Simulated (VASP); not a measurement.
# Li2TaSb2 (P4/mmm) in VASP: relaxation of cell and atoms with PBE

Aim: the relaxation of cell and atoms of Li2TaSb2 with PBE.

All numbers are computed with VASP 6.6.1; they aren't measurements. Logs are shortened: lines on timing, memory, paths and dates and some standing lists are left out, and cuts for length are marked.

### 1 The cell of the first run

Symmetry: P4/mmm, No. 123, tetragonal system. The conventional cell has a = 3.849 Å, b = 3.849 Å, c = 7.721 Å, α = 90.00°, β = 90.00°, γ = 90.00°. Within 3.3 Å of Li (site symmetry 4mm) lie 1 Li at 2.53 Å and 5 Sb at 2.59 to 3.00 Å. Ta (site symmetry 4/mmm) has 4 Sb at 2.72 Å within 3.6 Å. Within 4.0 Å of Sb (site symmetry 4/mmm) lie 8 Li at 3.00 Å and 4 Sb at 3.85 Å and 2 Ta at 3.86 Å. Within 3.4 Å of Sb (site symmetry 4/mmm) lie 2 Li at 2.59 Å and 4 Ta at 2.72 Å.

The cell was generated, and may not be a known phase.

### 2 Relaxation of cell and atoms, PBE

INCAR reads:

```
SYSTEM = Li2TaSb2
  PREC = Accurate
  ENCUT = 600
  EDIFF = 1E-6
  ISMEAR = 0
  SIGMA = 0.1
  LREAL = .False.
  LASPH = .True.
  NELM = 80
  ALGO = Fast
  ISIF = 3
  LWAVE = .False.
  LCHARG = .False.
  GGA = PE
  IBRION = 2
  NSW = 100
  EDIFFG = -0.01
```

KPOINTS reads:

```
Automatic mesh
0
Gamma
  10 10 6
  0 0 0
```

POSCAR reads:

```
Li2TaSb2
1.0
    3.8485650796      0.0000000000      0.0000000000
    0.0000000000      3.8485650796      0.0000000000
    0.0000000000      0.0000000000      7.7214419326
Li Ta Sb
2 1 2
Direct
    0.5000000000      0.5000000000      0.6640866385
    0.5000000000      0.5000000000      0.3359133615
    0.0000000000      0.0000000000      0.0000000000
    0.0000000000      0.0000000000      0.5000000000
    0.5000000000      0.5000000000      0.0000000000
```

Potentials or basis: VASP PAW PBE potentials, release 64 (Li_sv, Ta_pv, Sb).

Command:

```sh
$ cat potpaw_PBE.64/Li_sv/POTCAR potpaw_PBE.64/Ta_pv/POTCAR potpaw_PBE.64/Sb/POTCAR > POTCAR
$ mpirun -np 1 vasp_std > vasp.out
```

OUTCAR:

```text
SYSTEM = Li2TaSb2
   PREC = Accurate
   ENCUT = 600
   EDIFF = 1E-6
   ISMEAR = 0
   LREAL = .False.
   LASPH = .True.
   NELM = 80
   ISIF = 3
   GGA = PE
   IBRION = 2
   NSW = 100
   EDIFFG = -0.01

 ion  position               nearest neighbor table
   1  0.500  0.500  0.664-   2 2.53   5 2.59   4 3.00   4 3.00   4 3.00   4 3.00
   2  0.500  0.500  0.336-   1 2.53   5 2.59   4 3.00   4 3.00   4 3.00   4 3.00
   3  0.000  0.000  0.000-   5 2.72   5 2.72   5 2.72   5 2.72
   4  0.000  0.000  0.500-   1 3.00   2 3.00   1 3.00   2 3.00   1 3.00   2 3.00   1 3.00   2 3.00

   5  0.500  0.500  0.000-   1 2.59   2 2.59   3 2.72   3 2.72   3 2.72   3 2.72

  LATTYP: Found a simple tetragonal cell.
 ALAT       =     3.8485650796
 C/A-ratio  =     2.0063171008

  Lattice vectors:

 A1 = (   3.8485650796,   0.0000000000,   0.0000000000)
 A2 = (   0.0000000000,   3.8485650796,   0.0000000000)
 A3 = (   0.0000000000,   0.0000000000,   7.7214419326)

Analysis of symmetry for initial positions (statically):
=====================================================================
 Subroutine PRICEL returns:
 Original cell was already a primitive cell.

 Routine SETGRP: Setting up the symmetry group for a
 simple tetragonal supercell.

 Subroutine GETGRP returns: Found 16 space group operations
 (whereof 16 operations were pure point group operations)
 out of a pool of 16 trial point group operations.

The static configuration has the point symmetry D_4h.

Analysis of symmetry for dynamics (positions and initial velocities):
=====================================================================
 Subroutine PRICEL returns:
 Original cell was already a primitive cell.

 Routine SETGRP: Setting up the symmetry group for a
 simple tetragonal supercell.

 Subroutine GETGRP returns: Found 16 space group operations
 (whereof 16 operations were pure point group operations)
 out of a pool of 16 trial point group operations.

The dynamic configuration has the point symmetry D_4h.

 Subroutine INISYM returns: Found 16 space group operations
 (whereof 16 operations are pure point group operations),
 and found     1 'primitive' translations

----------------------------------------------------------------------------------------

                                     Primitive cell

  volume of cell :     114.3658

  direct lattice vectors                    reciprocal lattice vectors
     3.848565080  0.000000000  0.000000000     0.259837103  0.000000000  0.000000000
     0.000000000  3.848565080  0.000000000     0.000000000  0.259837103  0.000000000
     0.000000000  0.000000000  7.721441933     0.000000000  0.000000000  0.129509489

  length of vectors
     3.848565080  3.848565080  7.721441933     0.259837103  0.259837103  0.129509489

  position of ions in fractional coordinates (direct lattice)
     0.500000000  0.500000000  0.664086639
     0.500000000  0.500000000  0.335913361
     0.000000000  0.000000000  0.000000000
     0.000000000  0.000000000  0.500000000
     0.500000000  0.500000000  0.000000000

  ion indices of the primitive-cell ions
   primitive index   ion index
                 1           1
                 2           2
                 3           3
                 4           4
                 5           5

----------------------------------------------------------------------------------------

 KPOINTS: Automatic mesh

Automatic generation of k-mesh.
 Grid dimensions read from file:
 generate k-points for:   10   10    6

 Generating k-lattice:

  Cartesian coordinates                     Fractional coordinates (reciprocal lattice)
     0.025983710  0.000000000  0.000000000     0.100000000  0.000000000  0.000000000
     0.000000000  0.025983710  0.000000000     0.000000000  0.100000000  0.000000000
     0.000000000  0.000000000  0.021584915     0.000000000  0.000000000  0.166666667

  Length of vectors
     0.025983710  0.025983710  0.021584915

  Shift w.r.t. Gamma in fractional coordinates (k-lattice)
     0.000000000  0.000000000  0.000000000

 Subroutine IBZKPT returns following result:
 ===========================================

 Found     84 irreducible k-points:

 Following reciprocal coordinates:
            Coordinates               Weight
  0.000000  0.000000  0.000000      1.000000
  0.100000  0.000000  0.000000      4.000000
  0.200000  0.000000  0.000000      4.000000
  0.300000  0.000000  0.000000      4.000000
  0.400000  0.000000  0.000000      4.000000
  0.500000  0.000000  0.000000      2.000000
[... 16 lines left out ...]
  0.100000  0.000000  0.166667      8.000000
  0.200000  0.000000  0.166667      8.000000
 [... further k-points ...]
   k-points           NKPTS =     84   k-points in BZ     NKDIM =     84   number of bands    NBANDS=     17
   number of dos      NEDOS =    301   number of ions     NIONS =      5
   total plane-waves  NPLWV =  65536
   dimension x,y,z NGX =    32 NGY =   32 NGZ =   64
   dimension x,y,z NGXF=    64 NGYF=   64 NGZF=  128
   ions per type =               2   1   2
   NGX,Y,Z   is equivalent  to a cutoff of  13.82, 13.82, 13.78 a.u.
   NGXF,Y,Z  is equivalent  to a cutoff of  27.65, 27.65, 27.56 a.u.
 SYSTEM =  Li2TaSb2
   PREC   = accura    normal or accurate (medium, high low for compatibility)
   ISTART =      0    job   : 0-new  1-cont  2-samecut
   ICHARG =      2    charge: 1-file 2-atom 10-const
   ISPIN  =      1    spin polarized calculation?
   LNONCOLLINEAR =      F non collinear calculations
   LSORBIT =      F    spin-orbit coupling
   LASPH  =      T    aspherical Exc in radial PAW
   ENCUT  =  600.0 eV  44.10 Ry    6.64 a.u.   7.69  7.69 15.42*2*pi/ulx,y,z
   NELM   =     80;   NELMIN=  2; NELMDL= -5     # of ELM steps
   EDIFF  = 0.1E-05   stopping-criterion for ELM
   LREAL  =      F    real-space projection
   EDIFFG = -.1E-01   stopping-criterion for IOM
   NSW    =    100    number of steps for IOM
   IBRION =      2    ionic relax: 0-MD 1-quasi-New 2-CG
   NFREE  =      1    steps in history (QN), initial steepest desc. (CG)
   ISIF   =      3    stress and relaxation
   ISYM   =      2    0-nonsym 1-usesym 2-fastsym
   POTIM  = 0.5000    time-step for ionic-motion
   TEBEG  =    0.0;   TEEND  =   0.0 temperature during run
   PSTRESS=    0.0 pullay stress
   NELECT =      27.0000    total number of electrons
   NUPDOWN=      -1.0000    fix difference up-down
   EMIN   =  10.00;   EMAX   =-10.00  energy-range for DOS
   EFERMI =   0.00;   METHOD = LEGACY
   ISMEAR =     0;   SIGMA  =   0.10  broadening in eV -4-tet -1-fermi 0-gaus
   EFERMI_NEDOS =   21; number of points for ismear=-14 and -15
   IALGO  =     68    algorithm
   IMIX   =      4    mixing-type and parameters
     AMIX     =   0.40;   BMIX     =  1.00
     AMIX_MAG =   1.60;   BMIX_MAG =  1.00
  volume/ion in A,a.u.               =      22.87       154.36
  Fermi-wavevector in a.u.,A,eV,Ry     =   1.011806  1.912037 13.928992  1.023752
  Thomas-Fermi vector in A             =   2.144878
   LORBIT       =      0    0 simple, 1 ext, 2 COOP (PROOUT), +10 PAW based schemes
   GGA     = PE    functional components
   LHFCALC =     F    Hartree Fock is set to
   AEXX    =    0.0000 exact exchange contribution
   IVDW    =     0    specifies the selected vdW correction
   LEPSILON=     F    determine dielectric tensor
   LRPA    =     F    only Hartree local field effects (RPA)
 conjugate gradient relaxation of ions
 non-spin polarized calculation
 RMM-DIIS sequential band-by-band and
 Gauss-broadening in eV      SIGMA  =   0.10
  energy-cutoff  :      600.00
  volume of cell :      114.37
 maximum number of plane-waves:      3855
 NGX is ok and might be reduce to    32
   NGX = 15   NGY = 15   NGZ = 31

--------------------------------------- Ionic step        1  -------------------------------------------

 number of electron      26.9999975 magnetization

 Free energy of the ion-electron system (eV)
  ---------------------------------------------------
  ext. energy  EPLUGINS =         0.00000000
  ---------------------------------------------------
  free energy    TOTEN  =       -22.85442023 eV

  energy without entropy =      -22.82813376  energy(sigma->0) =      -22.84127700

------------------------ aborting loop because EDIFF is reached ----------------------------------------

  FORCE on cell =-STRESS in cart. coord.  units (eV):
  Direction    XX          YY          ZZ          XY          YZ          ZX
  --------------------------------------------------------------------------------------
  -------------------------------------------------------------------------------------
  Total        0.3423477      0.3423477     -1.3821959      0.0000000      0.0000000      0.0000000
  in kB        4.7960305      4.7960305    -19.3635105      0.0000000      0.0000000      0.0000000
  external PRESSURE =      -3.2571499 kB  Pullay stress =       0.0000000 kB
[... 141 lines left out ...]
  energy  without entropy=      -22.8751788253  energy(sigma->0) =      -22.88653659

--------------------------------------- Ionic step        5  -------------------------------------------

 number of electron      26.9999987 magnetization

------------------------ aborting loop EDIFF was not reached (unconverged)  ----------------------------

  FORCE on cell =-STRESS in cart. coord.  units (eV):
  Direction    XX          YY          ZZ          XY          YZ          ZX
  --------------------------------------------------------------------------------------
  -------------------------------------------------------------------------------------
  Total        0.0473004      0.0473004      0.3466578      0.0000000      0.0000000      0.0000000
  in kB        0.6963332      0.6963332      5.1033240      0.0000000      0.0000000      0.0000000
  external PRESSURE =       2.1653301 kB  Pullay stress =       0.0000000 kB

 VOLUME and BASIS-vectors are now :
 -----------------------------------------------------------------------------
  energy-cutoff  :      600.00
  volume of cell :      108.83
      direct lattice vectors                 reciprocal lattice vectors
     3.876577770  0.000000000 -0.000000000     0.257959484  0.000000000  0.000000000
     0.000000000  3.876577770  0.000000000    -0.000000000  0.257959484 -0.000000000
    -0.000000000  0.000000000  7.242047348     0.000000000  0.000000000  0.138082500
[... 93 lines left out ...]
  energy  without entropy=      -22.8887479639  energy(sigma->0) =      -22.89959532

--------------------------------------- Ionic step        8  -------------------------------------------

 number of electron      26.9999989 magnetization

 Free energy of the ion-electron system (eV)
  ---------------------------------------------------
  ext. energy  EPLUGINS =         0.00000000
  ---------------------------------------------------
  free energy    TOTEN  =       -22.91099059 eV

  energy without entropy =      -22.88921836  energy(sigma->0) =      -22.90010447

 E-fermi :   5.3548     XC(G=0):  -9.5834

 val. band max:        5.3545265548   @ k =   0.4000   0.1000   0.1667
 cond. band min:       5.3549086688   @ k =   0.2000   0.1000   0.3333
 fundamental gap:      0.0003821139
 Fermi energy:         5.3548166263

 k-point     1 :       0.0000    0.0000    0.0000
  band No.  band energies     occupation
      1     -41.2600      2.00000
      2     -41.2025      2.00000
      3     -30.1420      2.00000
      4     -30.1420      2.00000
      5     -30.0048      2.00000
      6      -6.0747      2.00000
[... 9 lines left out ...]
     16       5.9905      0.00000
     17       5.9905      0.00000
[... 443 lines left out ...]
      1     -41.2599      2.00000
      2     -41.2022      2.00000
      3     -30.1554      2.00000
      4     -30.1371      2.00000
      5     -30.0036      2.00000
      6      -5.6450      2.00000
[... 9 lines left out ...]
     16       6.1331      0.00000
     17       6.6845      0.00000

 [... further k-points ...]
[... 5 lines left out ...]
  --------------------------------------------------------------------------------------
  -------------------------------------------------------------------------------------
  Total        0.0008385      0.0008385      0.0053702      0.0000000      0.0000000      0.0000000
  in kB        0.0122979      0.0122979      0.0787630      0.0000000      0.0000000      0.0000000
  external PRESSURE =       0.0344529 kB  Pullay stress =       0.0000000 kB
[... 20 lines left out ...]
  FREE ENERGIE OF THE ION-ELECTRON SYSTEM (eV)
  ---------------------------------------------------
  free  energy   TOTEN  =       -22.9109905851 eV

  energy  without entropy=      -22.8892183597  energy(sigma->0) =      -22.90010447

 reached required accuracy - stopping structural energy minimisation
```

Run time: 29 min. Hardware: 1 thread of AMD EPYC 9R45 (Zen 5), shared host; peak memory 0.41 GiB.

Results:

| Quantity | Value |
| --- | --- |
| Free energy | -22.9110 eV |
| Relaxed volume | 21.85 Å³/atom |
| Relaxed cell | a = 3.878 Å, b = 3.878 Å, c = 7.263 Å, α = 90.00°, β = 90.00°, γ = 90.00° |
| Space group after relaxing (to 0.1 Å) | P4/mmm (No. 123) |
| Energy gained by relaxing | 11.3 meV/atom |
| Ionic steps | 8 |
| Pressure after relaxing | 0.0 GPa |
| Largest force after relaxing | 0.008 eV/Å |
| Band gap on the k mesh | zero (an odd number of electrons rules out a gap without spin polarisation) |

Forces in eV/Å, atoms in the order of the input:
```
Li   0.000  0.000  0.008
Li   0.000  0.000 -0.008
Ta   0.000  0.000  0.000
Sb   0.000  0.000  0.000
Sb   0.000  0.000  0.000
```

Step by step:
```csv
step,energy change (eV),largest force (eV/Å),pressure (GPa),volume (Å³)
1,0.0000,0.1074,-0.33,114.37
2,-0.0195,0.1393,-0.48,113.59
3,-0.0419,0.2137,-0.74,112.00
4,-0.0435,0.2463,-0.81,111.39
5,-0.0526,0.1733,0.22,108.83
6,-0.0530,0.1684,0.27,108.69
7,-0.0560,0.0653,0.11,109.01
8,-0.0566,0.0077,0.00,109.24
```

Final structure:
```
Li Ta Sb
1.0
     3.87823    0.00000    0.00000
     0.00000    3.87823    0.00000
     0.00000    0.00000    7.26295
Li Ta Sb
2 1 2
Direct
  0.50000 0.50000 0.65656
  0.50000 0.50000 0.34344
  0.00000 0.00000 0.00000
  0.00000 0.00000 0.50000
  0.50000 0.50000 0.00000
```

Caveat: the cutoff is under 1.25 times the usual one of these potentials, so pressure, stress and relaxed cells hold a basis-set (Pulay) error; spin-orbit coupling is left out, which moves the levels of the heavy elements.
